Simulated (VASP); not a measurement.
# BW3 (Pm-3m) in VASP: a series of runs, part 2 of 2

VASP 6.6.1. Earlier steps stand in the parts before.

### Step 3. Single point, PBE

This run uses another cell than the first one, of 14.69 Å³/atom.

INCAR

```
SYSTEM = BW3
  PREC = Accurate
  ENCUT = 520
  EDIFF = 1E-6
  ISMEAR = 0
  SIGMA = 0.1
  LREAL = .FALSE.
  LASPH = .TRUE.
  NELM = 60
  ALGO = Normal
  ISIF = 2
  LWAVE = .FALSE.
  LCHARG = .FALSE.
  GGA = PE
  NBANDS = 30
```

KPOINTS

```
regular mesh
0
G
  4 4 4
  0 0 0
```

POSCAR

```
BW3
1.0
    3.8872856700      0.0000000000      0.0000000000
    0.0000000000      3.8872856700      0.0000000000
    0.0000000000      0.0000000000      3.8872856700
B W
1 3
Direct
    0.0000000000      0.0000000000      0.0000000000
    0.5000000000      0.5000000000      0.0000000000
    0.5000000000      0.0000000000      0.5000000000
    0.0000000000      0.5000000000      0.5000000000
```

Potentials or basis: VASP PAW PBE potentials, release 64 (B, W_sv).

The run is started by

```console
$ cat potpaw_PBE.64/B/POTCAR potpaw_PBE.64/W_sv/POTCAR > POTCAR
$ mpirun -np 1 vasp_std > vasp.out
```

OUTCAR:

```text
SYSTEM = BW3
   PREC = Accurate
   ENCUT = 520
   EDIFF = 1E-6
   ISMEAR = 0
   LREAL = .FALSE.
   LASPH = .TRUE.
   NELM = 60
   ISIF = 2
   GGA = PE

 ion  position               nearest neighbor table
   1  0.000  0.000  0.000-   2 2.75   3 2.75   4 2.75   3 2.75   4 2.75   2 2.75   4 2.75   4 2.75
                             2 2.75   3 2.75   3 2.75   2 2.75
   2  0.500  0.500  0.000-   1 2.75   3 2.75   4 2.75   3 2.75   4 2.75   1 2.75   3 2.75   3 2.75
                             1 2.75   4 2.75   4 2.75   1 2.75
   3  0.500  0.000  0.500-   1 2.75   2 2.75   4 2.75   1 2.75   2 2.75   2 2.75   4 2.75   2 2.75
                             1 2.75   4 2.75   1 2.75   4 2.75
   4  0.000  0.500  0.500-   1 2.75   2 2.75   3 2.75   1 2.75   2 2.75   1 2.75   3 2.75   1 2.75
                             2 2.75   3 2.75   2 2.75   3 2.75

  LATTYP: Found a simple cubic cell.
 ALAT       =     3.8872856700

  Lattice vectors:

 A1 = (   3.8872856700,   0.0000000000,   0.0000000000)
 A2 = (   0.0000000000,   3.8872856700,   0.0000000000)
 A3 = (   0.0000000000,   0.0000000000,   3.8872856700)

Analysis of symmetry for initial positions (statically):
=====================================================================
 Subroutine PRICEL returns:
 Original cell was already a primitive cell.

 Routine SETGRP: Setting up the symmetry group for a
 simple cubic supercell.

 Subroutine GETGRP returns: Found 48 space group operations
 (whereof 48 operations were pure point group operations)
 out of a pool of 48 trial point group operations.

The static configuration has the point symmetry O_h .

Analysis of symmetry for dynamics (positions and initial velocities):
=====================================================================
 Subroutine PRICEL returns:
 Original cell was already a primitive cell.

 Routine SETGRP: Setting up the symmetry group for a
 simple cubic supercell.

 Subroutine GETGRP returns: Found 48 space group operations
 (whereof 48 operations were pure point group operations)
 out of a pool of 48 trial point group operations.

The dynamic configuration has the point symmetry O_h .

 Subroutine INISYM returns: Found 48 space group operations
 (whereof 48 operations are pure point group operations),
 and found     1 'primitive' translations

----------------------------------------------------------------------------------------

                                     Primitive cell

  volume of cell :      58.7407

  direct lattice vectors                    reciprocal lattice vectors
     3.887285670  0.000000000  0.000000000     0.257248910  0.000000000  0.000000000
     0.000000000  3.887285670  0.000000000     0.000000000  0.257248910  0.000000000
     0.000000000  0.000000000  3.887285670     0.000000000  0.000000000  0.257248910

  length of vectors
     3.887285670  3.887285670  3.887285670     0.257248910  0.257248910  0.257248910

  position of ions in fractional coordinates (direct lattice)
     0.000000000  0.000000000  0.000000000
     0.500000000  0.500000000  0.000000000
     0.500000000  0.000000000  0.500000000
     0.000000000  0.500000000  0.500000000

  ion indices of the primitive-cell ions
   primitive index   ion index
                 1           1
                 2           2
                 3           3
                 4           4

----------------------------------------------------------------------------------------

[... 30 lines left out ...]
  0.500000  0.250000  0.000000     12.000000
  0.500000  0.500000  0.000000      3.000000
  0.250000  0.250000  0.250000      8.000000
  0.500000  0.250000  0.250000     12.000000
  0.500000  0.500000  0.250000      6.000000
  0.500000  0.500000  0.500000      1.000000
   k-points           NKPTS =     10   k-points in BZ     NKDIM =     10   number of bands    NBANDS=     30
   number of dos      NEDOS =    301   number of ions     NIONS =      4
   total plane-waves  NPLWV =  27000
   dimension x,y,z NGX =    30 NGY =   30 NGZ =   30
   dimension x,y,z NGXF=    60 NGYF=   60 NGZF=   60
   ions per type =               1   3
   NGX,Y,Z   is equivalent  to a cutoff of  12.83, 12.83, 12.83 a.u.
   NGXF,Y,Z  is equivalent  to a cutoff of  25.66, 25.66, 25.66 a.u.
 SYSTEM =  BW3
   PREC   = accura    normal or accurate (medium, high low for compatibility)
   ISTART =      0    job   : 0-new  1-cont  2-samecut
   ICHARG =      2    charge: 1-file 2-atom 10-const
   ISPIN  =      1    spin polarized calculation?
   LNONCOLLINEAR =      F non collinear calculations
   LSORBIT =      F    spin-orbit coupling
   LASPH  =      T    aspherical Exc in radial PAW
   ENCUT  =  520.0 eV  38.22 Ry    6.18 a.u.   7.23  7.23  7.23*2*pi/ulx,y,z
   NELM   =     60;   NELMIN=  2; NELMDL= -5     # of ELM steps
   EDIFF  = 0.1E-05   stopping-criterion for ELM
   LREAL  =      F    real-space projection
   EDIFFG = 0.1E-04   stopping-criterion for IOM
   NSW    =      0    number of steps for IOM
   IBRION =     -1    ionic relax: 0-MD 1-quasi-New 2-CG
   NFREE  =      0    steps in history (QN), initial steepest desc. (CG)
   ISIF   =      2    stress and relaxation
   ISYM   =      2    0-nonsym 1-usesym 2-fastsym
   POTIM  = 0.5000    time-step for ionic-motion
   TEBEG  =    0.0;   TEEND  =   0.0 temperature during run
   PSTRESS=    0.0 pullay stress
   NELECT =      45.0000    total number of electrons
   NUPDOWN=      -1.0000    fix difference up-down
   EMIN   =  10.00;   EMAX   =-10.00  energy-range for DOS
   EFERMI =   0.00;   METHOD = LEGACY
   ISMEAR =     0;   SIGMA  =   0.10  broadening in eV -4-tet -1-fermi 0-gaus
   EFERMI_NEDOS =   21; number of points for ismear=-14 and -15
   IALGO  =     38    algorithm
   IMIX   =      4    mixing-type and parameters
     AMIX     =   0.40;   BMIX     =  1.00
     AMIX_MAG =   1.60;   BMIX_MAG =  1.00
  volume/ion in A,a.u.               =      14.69        99.10
  Fermi-wavevector in a.u.,A,eV,Ry     =   1.497957  2.830727 30.529756  2.243874
  Thomas-Fermi vector in A             =   2.609778
   LORBIT       =      0    0 simple, 1 ext, 2 COOP (PROOUT), +10 PAW based schemes
   GGA     = PE    functional components
   LHFCALC =     F    Hartree Fock is set to
   AEXX    =    0.0000 exact exchange contribution
   IVDW    =     0    specifies the selected vdW correction
   LEPSILON=     F    determine dielectric tensor
   LRPA    =     F    only Hartree local field effects (RPA)
 non-spin polarized calculation
 Gauss-broadening in eV      SIGMA  =   0.10
  energy-cutoff  :      520.00
  volume of cell :       58.74
 maximum number of plane-waves:      1596
 NGX is ok and might be reduce to    30
   NGX = 15   NGY = 15   NGZ = 15

 number of electron      45.0000008 magnetization

 Free energy of the ion-electron system (eV)
  ---------------------------------------------------
  ext. energy  EPLUGINS =         0.00000000
  ---------------------------------------------------
  free energy    TOTEN  =       -43.20324987 eV

  energy without entropy =      -43.19555559  energy(sigma->0) =      -43.19940273

 E-fermi :  10.0684     XC(G=0): -13.0235

 val. band max:        9.9906936181   @ k =   0.5000   0.2500   0.0000
 cond. band min:      10.1254271668   @ k =   0.5000   0.0000   0.0000
 fundamental gap:      0.1347335487
 Fermi energy:        10.0684169987

 k-point     1 :       0.0000    0.0000    0.0000
  band No.  band energies     occupation
      1     -64.1752      2.00000
      2     -64.0054      2.00000
      3     -64.0054      2.00000
      4     -28.8603      2.00000
      5     -28.8603      2.00000
      6     -28.8603      2.00000
[... 319 lines left out ...]
     29      12.9542      0.00000
     30      15.3296      0.00000

------------------------ aborting loop because EDIFF is reached ----------------------------------------

  FORCE on cell =-STRESS in cart. coord.  units (eV):
  Direction    XX          YY          ZZ          XY          YZ          ZX
  --------------------------------------------------------------------------------------
  -------------------------------------------------------------------------------------
  Total       -4.3670061     -4.3670061     -4.3670061     -0.0000000      0.0000000     -0.0000000
  in kB     -119.1118593   -119.1118593   -119.1118593     -0.0000000      0.0000000     -0.0000000
  external PRESSURE =    -119.1118593 kB  Pullay stress =       0.0000000 kB

 VOLUME and BASIS-vectors are now :
 -----------------------------------------------------------------------------
  energy-cutoff  :      520.00
  volume of cell :       58.74
      direct lattice vectors                 reciprocal lattice vectors
     3.887285670  0.000000000  0.000000000     0.257248910  0.000000000  0.000000000
     0.000000000  3.887285670  0.000000000     0.000000000  0.257248910  0.000000000
     0.000000000  0.000000000  3.887285670     0.000000000  0.000000000  0.257248910

 POSITION                                       TOTAL-FORCE (eV/Angst)
 -----------------------------------------------------------------------------------
      0.00000      0.00000      0.00000         0.000000      0.000000      0.000000
      1.94364      1.94364      0.00000         0.000000      0.000000      0.000000
      1.94364      0.00000      1.94364         0.000000      0.000000      0.000000
      0.00000      1.94364      1.94364         0.000000      0.000000      0.000000
 -----------------------------------------------------------------------------------
    total drift:                                0.000000      0.000000     -0.000000

  FREE ENERGIE OF THE ION-ELECTRON SYSTEM (eV)
  ---------------------------------------------------
  free  energy   TOTEN  =       -43.2032498714 eV

  energy  without entropy=      -43.1955555936  energy(sigma->0) =      -43.19940273
```

stdout:

```text
POSCAR found type information on POSCAR B W
 POSCAR found :  2 types and       4 ions
 scaLAPACK will be used
 LDA part: xc-table for (Slater+PW92), standard interpolation
 POSCAR, INCAR and KPOINTS ok, starting setup
 FFT: planning ... GRIDC
 FFT: planning ... GRID_SOFT
 FFT: planning ... GRID
 WAVECAR not read
 entering main loop
```

Run time: 8.6 s. Hardware: 1 thread of Intel Xeon 6975P-C (Granite Rapids), shared host; peak memory 0.17 GiB.

Results:

```yaml
Free_energy: -43.2032 eV
Pressure: -11.9 GPa
Band_gap_on_the_k_mesh: zero (an odd number of electrons rules out a gap without spin polarisation)
```

Levels at points of the mesh, in eV from the Fermi level:
| k point | band 19 | band 20 | band 21 | band 22 | band 23 | band 24 | band 25 | band 26 |
| --- | --- | --- | --- | --- | --- | --- | --- | --- |
| (0.00, 0.00, 0.00) | -4.36 | -0.72 | -0.72 | -0.72 | 1.07 | 1.07 | 1.07 | 3.25 |
| (0.50, 0.00, 0.00) | -2.11 | -1.15 | -1.15 | -0.76 | -0.29 | 0.06 | 0.85 | 0.85 |
| (0.50, 0.50, 0.00) | -2.83 | -2.61 | -1.00 | -1.00 | 0.29 | 0.42 | 0.42 | 0.56 |
| (0.50, 0.50, 0.50) | -2.40 | -1.35 | -1.35 | -1.35 | 0.66 | 0.66 | 0.66 | 0.74 |

Caveat: the k points lie up to 0.40 Å⁻¹ apart, too coarse for converged energies and pressures of a metal; spin-orbit coupling is left out, which moves the levels of the heavy elements.

### Step 4. Relaxation of cell and atoms, PBE

This run uses another cell than the first one, of 14.69 Å³/atom.

INCAR

```
SYSTEM = BW3
ALGO = Normal ; EDIFF = 1E-6
EDIFFG = -0.04 ; ENCUT = 600
GGA = PE ; IBRION = 2
ISIF = 3 ; ISMEAR = 0
LASPH = .TRUE. ; LCHARG = .FALSE.
LREAL = .FALSE. ; LWAVE = .FALSE.
NELM = 60 ; NSW = 90
PREC = Accurate ; SIGMA = 0.1
```

KPOINTS

```
k-points
0
G
  4 4 4
  0 0 0
```

POSCAR is that of step 3.

The run is started by

```console
$ cat potpaw_PBE.64/B/POTCAR potpaw_PBE.64/W_sv/POTCAR > POTCAR
$ mpirun -np 1 vasp_std > vasp.out
```

It took 23 s on 1 thread of Intel Xeon 6975P-C (Granite Rapids), shared host; peak memory 0.19 GiB.

It converged, with:

| Property | Result |
| --- | --- |
| Free energy | -43.3070 eV |
| Relaxed volume | 14.02 Å³/atom |
| Relaxed cell | a = 3.828 Å, b = 3.828 Å, c = 3.828 Å, α = 90.00°, β = 90.00°, γ = 90.00° |
| Space group after relaxing (to 0.1 Å) | Pm-3m (No. 221) |
| Energy gained by relaxing | 25.6 meV/atom |
| Ionic steps | 4 |
| Pressure after relaxing | -0.1 GPa |
| Band gap on the k mesh | zero (an odd number of electrons rules out a gap without spin polarisation) |

The path:
```tsv
step	energy change (eV)	largest force (eV/Å)	pressure (GPa)	volume (Å³)
1	0.0000	0.0000	-11.86	58.74
2	0.6105	0.0000	41.29	49.97
3	-0.1024	0.0000	-0.55	56.19
4	-0.1026	0.0000	-0.11	56.10
```

Final structure:
```
B W
1.0
     3.82812    0.00000    0.00000
     0.00000    3.82812    0.00000
     0.00000    0.00000    3.82812
B W
1 3
Direct
  0.00000 0.00000 0.00000
  0.50000 0.50000 0.00000
  0.50000 0.00000 0.50000
  0.00000 0.50000 0.50000
```

Levels at points of the mesh, in eV from the Fermi level:
```csv
k point,band 20,band 21,band 22,band 23,band 24,band 25
"(0.00, 0.00, 0.00)",-0.78,-0.78,-0.78,1.11,1.11,1.11
"(0.50, 0.00, 0.00)",-1.19,-1.19,-0.82,-0.36,0.05,0.87
"(0.50, 0.50, 0.00)",-2.73,-1.06,-1.06,0.30,0.41,0.41
"(0.50, 0.50, 0.50)",-1.45,-1.45,-1.45,0.66,0.66,0.66
```

Caveat: the k points lie up to 0.41 Å⁻¹ apart in the final cell, too coarse for converged energies and pressures of a metal; spin-orbit coupling is left out, which moves the levels of the heavy elements.

### Step 5. Single point, PBE

This run uses another cell than the first one, of 14.01 Å³/atom.

INCAR

```
SYSTEM = BW3
  ALGO = Fast
  EDIFF = 1E-6
  ENCUT = 520
  GGA = PE
  ISIF = 2
  ISMEAR = 0
  LASPH = .True.
  LCHARG = .True.
  LELF = .True.
  LREAL = .False.
  LVHAR = .True.
  LWAVE = .False.
  NBANDS = 30
  NELM = 100
  PREC = Accurate
  SIGMA = 0.1
```

KPOINTS

```
k-points
0
Gamma
  12 12 12
  0 0 0
```

POSCAR

```
BW3
1.0
    3.8269804814      0.0000000000      0.0000000000
    0.0000000000      3.8269804814      0.0000000000
    0.0000000000      0.0000000000      3.8269804814
B W
1 3
Direct
    0.0000000000      0.0000000000      0.0000000000
    0.5000000000      0.5000000000      0.0000000000
    0.5000000000      0.0000000000      0.5000000000
    0.0000000000      0.5000000000      0.5000000000
```

The run is started by

```console
$ cat potpaw_PBE.64/B/POTCAR potpaw_PBE.64/W_sv/POTCAR > POTCAR
$ mpirun -np 1 vasp_std > vasp.out
```

It took 48 s on 1 thread of Intel Xeon 6975P-C (Granite Rapids), shared host; peak memory 0.23 GiB.

The run converged. Its results:

```yaml
Free_energy: -43.1602 eV
Pressure: 0.7 GPa
Band_gap_on_the_k_mesh: zero (an odd number of electrons rules out a gap without spin polarisation)
```

Levels at points of the mesh, in eV from the Fermi level:
```csv
k point,band 19,band 20,band 21,band 22,band 23,band 24,band 25,band 26
"(0.00, 0.00, 0.00)",-4.87,-1.01,-1.01,-1.01,0.89,0.89,0.89,3.40
"(0.50, 0.00, 0.00)",-2.47,-1.41,-1.41,-1.04,-0.58,-0.16,0.65,0.65
"(0.50, 0.50, 0.00)",-3.25,-2.94,-1.27,-1.27,0.09,0.20,0.20,0.36
"(0.50, 0.50, 0.50)",-2.72,-1.67,-1.67,-1.67,0.44,0.44,0.44,0.74
```

Caveat: spin-orbit coupling is left out, which moves the levels of the heavy elements.

### Step 6. Overview

| task | cell | k mesh | cutoff (eV) | gap on the mesh (eV) | pressure (GPa) |
| --- | --- | --- | --- | --- | --- |
| single point | a = 3.824 Å, 4 atoms | 4 × 4 × 4 | 520 | none | 0.8 |
| single point | a = 3.887 Å, 4 atoms | 4 × 4 × 4 | 520 | none | -11.9 |
| relaxation of cell and atoms | relaxed from a = 3.887 Å, 4 atoms | 4 × 4 × 4 | 600 | none | -0.1 |
| single point | a = 3.827 Å, 4 atoms | 12 × 12 × 12 | 520 | none | 0.7 |

Alike in all rows: level PBE; potentials or basis VASP PAW PBE potentials, release 64 (B, W_sv); no spin polarisation; smearing gaussian 0.1 eV.

Caveats: some runs use coarse meshes; spin-orbit coupling is left out, which moves the levels of the heavy elements.

Total energies depend on the potentials used, so only differences within one code and one set of settings carry meaning.

The gap in the log of VASP goes by the Fermi energy; the results here count the filled bands.